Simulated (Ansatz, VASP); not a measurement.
# Two plane-wave programs on AlGaN

INCAR

```
PREC = Accurate
ENCUT = 520
EDIFF = 1E-6
ISMEAR = 0
SIGMA = 0.1
LREAL = F
LASPH = T
NELM = 150
ALGO = Normal
ISIF = 2
LWAVE = F
LCHARG = F
ISPIN = 2
MAGMOM = 0 0 1
LORBIT = 11
GGA = PE
NBANDS = 22
```

File KPOINTS:

```
Automatic mesh
0
Gamma
  6 6 6
```

The input POSCAR:

```
AlGaN
1.0
    3.6417504200      0.0000000000      0.0000000000
   -1.8208752100      3.1538483700      0.0000000000
    0.0000000000      0.0000000000      3.5223348500
Al Ga N
1 1 1
Direct
    0.0000000000      0.0000000000      0.5000000000
    0.3333333300      0.6666666700      0.0000000000
    0.6666666700      0.3333333300      0.0000000000
```

Input for Ansatz:

```yaml
crystal:
  lattice:
    - [3.64175042, 0.0, 0.0]
    - [-1.82087521, 3.15384837, 0.0]
    - [0.0, 0.0, 3.52233485]
  atoms:
    - { symbol: Al, position: [0.0, 0.0, 0.5] }
    - { symbol: Ga, position: [0.33333333, 0.66666667, 0.0] }
    - { symbol: "N", position: [0.66666667, 0.33333333, 0.0], spin: 1.0 }
basis:
  ecutwfc: 420
kpoints:
  mp_grid: { grid: [6, 6, 6] }
hamiltonian:
  xc: pbe
scf:
  occupations: { method: gaussian, width: 0.1 }
  lower_state_search: "off"
output:
  forces: true
  stress: true
  eigenvalues: true
  populations: true
magnetization:
  spin_polarized: true
```

Change from the starting cell: species swapped into the ErNiAs type (P-6m2, No. 187).

Alike in both runs: task single point; functional PBE; k mesh 6 × 6 × 6; occupations gaussian, width 0.1 eV; collinear spin.

|  | VASP | Ansatz |
| --- | --- | --- |
| version | VASP 6.6.1 | Ansatz 0.2.0 |
| potentials or method | VASP PAW PBE potentials, release 64 (Al, Ga_d, N), cutoff 520 eV | scalar-relativistic, plane waves, PAW |
| valence electrons in the cell | 21 | 21 |

Ansatz gave:

| Quantity | Value |
| --- | --- |
| gap on the k mesh at the Fermi level (eV) | none |
| pressure (GPa) | 2.7 |
| traceless stress, the component that is largest in VASP (GPa) | 8.42 |
| net moment per atom (μB) | 0.00 |

Estimate VASP's values.

gap on the k mesh at the Fermi level (eV): none; pressure (GPa): 2.8; traceless stress, the component that is largest in VASP (GPa): 8.25; net moment per atom (μB): 0.00.

A gap of «none» marks a metal or a gap that the smearing closes. With one functional, cell and mesh, what is left measures potentials, basis and numerics. Ansatz's warnings: seeded moment not kept.
